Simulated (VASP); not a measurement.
# Si23BHO48 (a cell with a defect) in VASP: a series of runs, part 3 of 3

VASP 6.6.1.

### Step 5. Single point, PBE+D3(BJ)

Contents of INCAR:

```
PREC = Accurate
ENCUT = 520
EDIFF = 1E-6
ISMEAR = 0
SIGMA = 0.02
LREAL = Auto
LASPH = T
NELM = 60
ALGO = Normal
ISIF = 2
LWAVE = F
LCHARG = F
GGA = PE
IVDW = 12
NBANDS = 234
```

Contents of KPOINTS:

```
regular mesh
0
Gamma
  1 1 1
```

Contents of POSCAR:

```
Si23BHO48
1.0
    9.8316000000      0.0000000000      0.0000000000
   -4.9158000000      8.5144150000      0.0000000000
    0.0000000000      0.0000000000     10.8182000000
Si O B H
23 48 1 1
Direct
    0.2696880000      0.0042536000      0.1659530000
    0.0008685700      0.2683290000      0.3334340000
    0.2300140000      0.2360220000      0.0011123000
    0.2665710000      0.0039666000      0.6682490000
    0.9877070000      0.2651610000      0.8363930000
    0.2373780000      0.2479670000      0.5046470000
    0.2689130000      0.5034970000      0.1694290000
    0.0071740000      0.7615250000      0.3346140000
    0.2378880000      0.7376010000      0.9995222100
    0.9995975200      0.7632920000      0.8347720000
    0.2444950000      0.7356140000      0.5016440000
    0.7704580000      0.9995776200      0.1677880000
    0.5005500000      0.2709950000      0.3363130000
    0.7196970000      0.2254150000      0.0067535000
    0.7669430000      0.9974284000      0.6662580000
    0.4957890000      0.2648950000      0.8388830000
    0.7315520000      0.2292750000      0.4997570000
    0.7671770000      0.5003520000      0.1687290000
    0.5082110000      0.7657540000      0.3369440000
    0.7284970000      0.7290430000      0.9967325000
    0.7678590000      0.4933310000      0.6719780000
    0.4934370000      0.7554030000      0.8256840000
    0.7401200000      0.7312110000      0.5028160000
    0.0701790000      0.2104350000      0.4453740000
    0.2949550000      0.3664780000      0.1108140000
    0.1376360000      0.4348590000      0.2787260000
    0.1999740000      0.0709020000      0.0599790000
    0.3661290000      0.3022770000      0.3932910000
    0.4320150000      0.1437110000      0.2242100000
    0.0667330000      0.2120310000      0.9439510000
    0.3031200000      0.3853300000      0.6093620000
    0.1133590000      0.4405420000      0.7851950000
    0.2097810000      0.0849780000      0.5653650000
    0.3582330000      0.2953090000      0.8896740000
    0.4313560000      0.1336490000      0.7299220000
    0.0766350000      0.6958990000      0.4416340000
    0.3064960000      0.8756300000      0.1036260000
    0.1430170000      0.9271020000      0.2781130000
    0.2082500000      0.5754350000      0.0619490000
    0.3765200000      0.8018230000      0.3929280000
    0.4356450000      0.6372690000      0.2260910000
    0.0702950000      0.7095930000      0.9482220000
    0.2950410000      0.8698080000      0.6071030000
    0.1315540000      0.9273490000      0.7745430000
    0.2301330000      0.5767600000      0.5604110000
    0.3586520000      0.7864940000      0.8835290000
    0.4284710000      0.6274950000      0.7150340000
    0.5668770000      0.2051100000      0.4454450000
    0.7918800000      0.3613760000      0.1121420000
    0.6403730000      0.4358000000      0.2813830000
    0.6938720000      0.0630420000      0.0659360000
    0.8601750000      0.2920420000      0.3883960000
    0.9366550000      0.1391850000      0.2215540000
    0.5542740000      0.2009080000      0.9545440000
    0.7949510000      0.3574220000      0.6120670000
    0.6387770000      0.4269040000      0.7826280000
    0.7040680000      0.0640960000      0.5552660000
    0.8398320000      0.2764280000      0.8908620000
    0.9289380000      0.1359870000      0.7256000000
    0.5736550000      0.6988570000      0.4456840000
    0.7960380000      0.8655170000      0.1023840000
    0.6501690000      0.9288590000      0.2836800000
    0.7033430000      0.5680830000      0.0595770000
    0.8714800000      0.7895060000      0.3941120000
    0.9352230000      0.6347670000      0.2225520000
    0.5626060000      0.6962730000      0.9382370000
    0.8024270000      0.8653980000      0.6094200000
    0.6328180000      0.9222560000      0.7728480000
    0.7110210000      0.5682130000      0.5642060000
    0.8565170000      0.7850870000      0.8848320000
    0.9375310000      0.6233760000      0.7302810000
    0.3154190000      0.5288810000      0.6326340000
    0.0454893000      0.5192055900      0.7428890600
```

Potentials or basis: VASP PAW PBE potentials, release 64 (Si, O, B, H).

Run with:

```
> cat potpaw_PBE.64/Si/POTCAR potpaw_PBE.64/O/POTCAR potpaw_PBE.64/B/POTCAR potpaw_PBE.64/H/POTCAR > POTCAR
> mpirun -np 1 vasp_gam > vasp.out
```

OUTCAR:

```text
PREC = Accurate
   ENCUT = 520
   EDIFF = 1E-6
   ISMEAR = 0
   LREAL = Auto
   LASPH = T
   NELM = 60
   ISIF = 2
   GGA = PE
   IVDW = 12
 IVDW          = 12

 ion  position               nearest neighbor table
   1  0.270  0.004  0.166-  29 1.62  37 1.63  38 1.63  27 1.63   9 3.06   3 3.07  13 3.08   8 3.09

   2  0.001  0.268  0.333-  26 1.62  24 1.63  52 1.63  53 1.64  12 3.06   6 3.06   7 3.06  17 3.06

   3  0.230  0.236  0.001-  30 1.62  25 1.63  34 1.63  27 1.63  16 3.04   7 3.06   1 3.07   5 3.10
[... 83 lines left out ...]
  70  0.857  0.785  0.885-  10 1.62  20 1.63
  71  0.938  0.623  0.730-  21 1.64  10 1.64
  72  0.315  0.529  0.633-  47 1.38  31 1.38  45 1.39
  73  0.045  0.519  0.743-  32 1.33

  LATTYP: Found a hexagonal cell.
 ALAT       =     9.8316000000
 C/A-ratio  =     1.1003498922

  Lattice vectors:

 A1 = (   9.8316000000,   0.0000000000,   0.0000000000)
 A2 = (  -4.9158000000,   8.5144150000,   0.0000000000)
 A3 = (   0.0000000000,   0.0000000000,  10.8182000000)

Analysis of symmetry for initial positions (statically):
=====================================================================
 Subroutine PRICEL returns:
 Original cell was already a primitive cell.

 Routine SETGRP: Setting up the symmetry group for a
 hexagonal supercell.

 Subroutine GETGRP returns: Found  1 space group operations
 (whereof  1 operations were pure point group operations)
 out of a pool of 24 trial point group operations.

The static configuration has the point symmetry C_1 .

Analysis of symmetry for dynamics (positions and initial velocities):
=====================================================================
 Subroutine PRICEL returns:
 Original cell was already a primitive cell.

 Routine SETGRP: Setting up the symmetry group for a
 hexagonal supercell.

 Subroutine GETGRP returns: Found  1 space group operations
 (whereof  1 operations were pure point group operations)
 out of a pool of 24 trial point group operations.

The dynamic configuration has the point symmetry C_1 .

 Subroutine INISYM returns: Found  1 space group operations
 (whereof  1 operations are pure point group operations),
 and found     1 'primitive' translations

----------------------------------------------------------------------------------------

                                     Primitive cell

  volume of cell :     905.5950

  direct lattice vectors                    reciprocal lattice vectors
     9.831600000  0.000000000  0.000000000     0.101712844  0.058723941  0.000000000
    -4.915800000  8.514415000  0.000000000     0.000000000  0.117447881  0.000000000
     0.000000000  0.000000000 10.818200000     0.000000000  0.000000000  0.092436819

  length of vectors
     9.831600000  9.831599688 10.818200000     0.117447877  0.117447881  0.092436819

  position of ions in fractional coordinates (direct lattice)
     0.269688000  0.004253600  0.165953000
     0.000868570  0.268329000  0.333434000
     0.230014000  0.236022000  0.001112300
     0.266571000  0.003966600  0.668249000
     0.987707000  0.265161000  0.836393000
[... 164 lines left out ...]
     0.000000000  0.000000000  0.000000000

 Subroutine IBZKPT returns following result:
 ===========================================

 Found      1 irreducible k-points:

 Following reciprocal coordinates:
            Coordinates               Weight
  0.000000  0.000000  0.000000      1.000000
   k-points           NKPTS =      1   k-points in BZ     NKDIM =      1   number of bands    NBANDS=    234
   number of dos      NEDOS =    301   number of ions     NIONS =     73
   total plane-waves  NPLWV = 512000
   dimension x,y,z NGX =    80 NGY =   80 NGZ =   80
   dimension x,y,z NGXF=   160 NGYF=  160 NGZF=  160
   ions per type =              23  48   1   1
   NGX,Y,Z   is equivalent  to a cutoff of  13.53, 13.53, 12.29 a.u.
   NGXF,Y,Z  is equivalent  to a cutoff of  27.05, 27.05, 24.59 a.u.
 SYSTEM =  unknown system
   PREC   = accura    normal or accurate (medium, high low for compatibility)
   ISTART =      0    job   : 0-new  1-cont  2-samecut
   ICHARG =      2    charge: 1-file 2-atom 10-const
   ISPIN  =      1    spin polarized calculation?
   LNONCOLLINEAR =      F non collinear calculations
   LSORBIT =      F    spin-orbit coupling
   LASPH  =      T    aspherical Exc in radial PAW
   ENCUT  =  520.0 eV  38.22 Ry    6.18 a.u.  18.28 18.28 20.11*2*pi/ulx,y,z
   NELM   =     60;   NELMIN=  2; NELMDL= -5     # of ELM steps
   EDIFF  = 0.1E-05   stopping-criterion for ELM
   LREAL  =      T    real-space projection
   EDIFFG = 0.1E-04   stopping-criterion for IOM
   NSW    =      0    number of steps for IOM
   IBRION =     -1    ionic relax: 0-MD 1-quasi-New 2-CG
   NFREE  =      0    steps in history (QN), initial steepest desc. (CG)
   ISIF   =      2    stress and relaxation
   ISYM   =      2    0-nonsym 1-usesym 2-fastsym
   POTIM  = 0.5000    time-step for ionic-motion
   TEBEG  =    0.0;   TEEND  =   0.0 temperature during run
   PSTRESS=    0.0 pullay stress
   NELECT =     384.0000    total number of electrons
   NUPDOWN=      -1.0000    fix difference up-down
   EMIN   =  10.00;   EMAX   =-10.00  energy-range for DOS
   EFERMI =   0.00;   METHOD = LEGACY
   ISMEAR =     0;   SIGMA  =   0.02  broadening in eV -4-tet -1-fermi 0-gaus
   EFERMI_NEDOS =   21; number of points for ismear=-14 and -15
   IALGO  =     38    algorithm
   IMIX   =      4    mixing-type and parameters
     AMIX     =   0.40;   BMIX     =  1.00
     AMIX_MAG =   1.60;   BMIX_MAG =  1.00
  volume/ion in A,a.u.               =      12.41        83.72
  Fermi-wavevector in a.u.,A,eV,Ry     =   1.229912  2.324196 20.581296  1.512683
  Thomas-Fermi vector in A             =   2.364781
   LORBIT       =      0    0 simple, 1 ext, 2 COOP (PROOUT), +10 PAW based schemes
   GGA     = PE    functional components
   LHFCALC =     F    Hartree Fock is set to
   AEXX    =    0.0000 exact exchange contribution
   IVDW    =    12    specifies the selected vdW correction
   LEPSILON=     F    determine dielectric tensor
   LRPA    =     F    only Hartree local field effects (RPA)
 non-spin polarized calculation
 Gauss-broadening in eV      SIGMA  =   0.02
  energy-cutoff  :      520.00
  volume of cell :      905.60
 maximum number of plane-waves:     12195
 NGX is ok and might be reduce to    80
   NGX = 37   NGY = 37   NGZ = 41

 number of electron     384.0000028 magnetization

 Free energy of the ion-electron system (eV)
  ---------------------------------------------------
  ext. energy  EPLUGINS =         0.00000000
  ---------------------------------------------------
  free energy    TOTEN  =      -570.64692775 eV

  energy without entropy =     -570.64692775  energy(sigma->0) =     -570.64692775

 E-fermi :   1.5858     XC(G=0):  -9.2362

 val. band max:        1.4119241278   @ k =   0.0000   0.0000   0.0000
 cond. band min:       6.6525355619   @ k =   0.0000   0.0000   0.0000
 fundamental gap:      5.2406114341
 Fermi energy:         1.5857910073

 k-point     1 :       0.0000    0.0000    0.0000
  band No.  band energies     occupation
      1     -18.3960      2.00000
      2     -18.0656      2.00000
      3     -17.8922      2.00000
      4     -17.8604      2.00000
      5     -17.8192      2.00000
      6     -17.7963      2.00000
[... 196 lines left out ...]
    203       9.6834      0.00000
    204       9.8253      0.00000
 [bands above 204 left out]

------------------------ aborting loop because EDIFF is reached ----------------------------------------

 Edisp (eV)  -10.21048

 E8    (eV) :    -3.4328

  FORCE on cell =-STRESS in cart. coord.  units (eV):
  Direction    XX          YY          ZZ          XY          YZ          ZX
  --------------------------------------------------------------------------------------
  -------------------------------------------------------------------------------------
  Total      -3.68670    -1.48841     1.45076     4.70711     0.13564    -3.60170
  in kB      -6.52250    -2.63329     2.56668     8.32781     0.23997    -6.37213
  external pressure =       -2.20 kB  Pullay stress =        0.00 kB

 VOLUME and BASIS-vectors are now :
 -----------------------------------------------------------------------------
  energy-cutoff  :      520.00
  volume of cell :      905.60
      direct lattice vectors                 reciprocal lattice vectors
     9.831600000  0.000000000  0.000000000     0.101712844  0.058723941  0.000000000
    -4.915800000  8.514415000  0.000000000     0.000000000  0.117447881  0.000000000
     0.000000000  0.000000000 10.818200000     0.000000000  0.000000000  0.092436819

 POSITION                                       TOTAL-FORCE (eV/Angst)
 -----------------------------------------------------------------------------------
      2.63055      0.03622      1.79531         0.017620      0.019077     -0.016758
     -1.31051      2.28466      3.60716         0.025928      0.013722     -0.003008
      1.10117      2.00959      0.01203        -0.138316      0.015677     -0.057570
      2.60132      0.03377      7.22925         0.049235      0.083264     -0.079736
      8.40726      2.25769      9.04827        -0.052193      0.687945     -0.326534
      1.11485      2.11129      5.45937        -0.050580      0.051741      0.067201
[... 65 lines left out ...]
      0.50120      4.50311      6.84396        -0.165693     -0.124150      0.248339
     -2.10508      4.42073      8.03672         3.221158     -2.351920      1.674366
 -----------------------------------------------------------------------------------
    total drift:                               -0.024996      0.016883     -0.010618

  FREE ENERGIE OF THE ION-ELECTRON SYSTEM (eV)
  ---------------------------------------------------
  free  energy   TOTEN  =      -580.8574086106 eV

  energy  without entropy=     -580.8574086106  energy(sigma->0) =     -580.85740861
```

Run time: 3.3 min. Hardware: 1 thread of AMD EPYC 9R45 (Zen 5), shared host; peak memory 0.92 GiB.

What came out:

| Item | Value |
| --- | --- |
| Free energy | -580.8574 eV |
| Pressure | -0.2 GPa |
| Largest force | 4.326 eV/Å |
| Band gap on the k mesh | 5.24 eV |
| Dispersion energy per atom | -0.140 eV |

Forces in eV/Å, atoms in the order of the input:
```
Si   0.018  0.019 -0.017
Si   0.026  0.014 -0.003
Si  -0.138  0.016 -0.058
Si   0.049  0.083 -0.080
Si  -0.052  0.688 -0.327
Si  -0.051  0.052  0.067
Si  -0.010 -0.011 -0.047
Si  -0.002  0.030 -0.040
Si   0.127 -0.097 -0.030
Si   0.019  0.529  0.538
Si   0.112 -0.079 -0.020
Si  -0.003  0.037 -0.022
Si  -0.037  0.003 -0.019
Si   0.100 -0.006 -0.098
Si   0.059  0.121  0.101
Si  -0.066 -0.056  0.087
Si   0.036 -0.095 -0.064
Si   0.038 -0.035 -0.006
Si  -0.018  0.007 -0.020
Si  -0.120 -0.031  0.085
Si  -0.453 -0.522 -0.265
Si  -0.070 -0.062 -0.063
Si  -0.087  0.086 -0.063
O   -0.006 -0.006 -0.021
O    0.016 -0.001  0.017
O    0.000 -0.003  0.011
O    0.029 -0.028  0.014
O    0.021 -0.013 -0.011
O   -0.001  0.008  0.013
O    0.102 -0.110  0.136
O    0.061 -0.054 -0.091
O   -3.268  2.362 -1.550
O    0.031 -0.041  0.023
O    0.064 -0.003 -0.021
O   -0.003  0.007 -0.004
O   -0.031 -0.001  0.032
O   -0.024 -0.004 -0.002
O    0.000 -0.019  0.016
O    0.001  0.029  0.036
O   -0.014  0.010 -0.001
O    0.007  0.019  0.020
O   -0.135  0.007 -0.133
O   -0.045 -0.003  0.028
O   -0.043 -0.147  0.000
O   -0.066  0.111 -0.126
O   -0.021  0.033  0.030
O    0.058  0.079  0.012
O    0.009  0.016  0.022
O   -0.029  0.025  0.028
O    0.005  0.007  0.009
O    0.008 -0.029  0.037
O   -0.029  0.004  0.025
O   -0.007 -0.001  0.009
O   -0.049  0.017 -0.017
O   -0.039  0.156  0.079
O    0.122  0.135 -0.075
O   -0.026  0.019 -0.020
O   -0.217 -0.114  0.151
O   -0.058 -0.223 -0.084
O    0.031 -0.005  0.011
O    0.019 -0.029 -0.026
O    0.009 -0.010  0.004
O    0.013  0.015 -0.024
O    0.001 -0.022  0.022
O   -0.006  0.015  0.009
O    0.050  0.011  0.017
O    0.037 -0.075 -0.026
O    0.004 -0.012 -0.008
O    0.121 -0.005  0.123
O    0.125 -0.071 -0.152
O    0.639 -0.273 -0.105
B   -0.166 -0.124  0.248
H    3.221 -2.352  1.674
```

Levels at points of the mesh, in eV from the valence-band top:
```
           k point  band 190  band 191  band 192  band 193  band 194  band 195
(0.00, 0.00, 0.00)     -0.40     -0.29      0.00      5.24      6.29      7.39
```

Caveat: the k points lie up to 0.74 Å⁻¹ apart.

### Step 6. Summary

```csv
cell,gap on the mesh (eV),pressure (GPa),largest force (eV/Å)
"as given, atomic positions A",5.74,0.0,1.96
"as given, atomic positions B",5.68,-0.1,3.72
"as given, atomic positions C",5.54,-0.2,4.44
"as given, atomic positions D",5.24,-0.2,4.33
```

Alike in all rows: task single point; level PBE+D3(BJ); potentials or basis VASP PAW PBE potentials, release 64 (Si, O, B, H); no spin polarisation; k mesh 1 × 1 × 1; cutoff (eV) 520; smearing gaussian 0.02 eV.

Caveats: all runs use coarse meshes.

Total energies depend on the potentials used, so only differences within one code and one set of settings carry meaning.
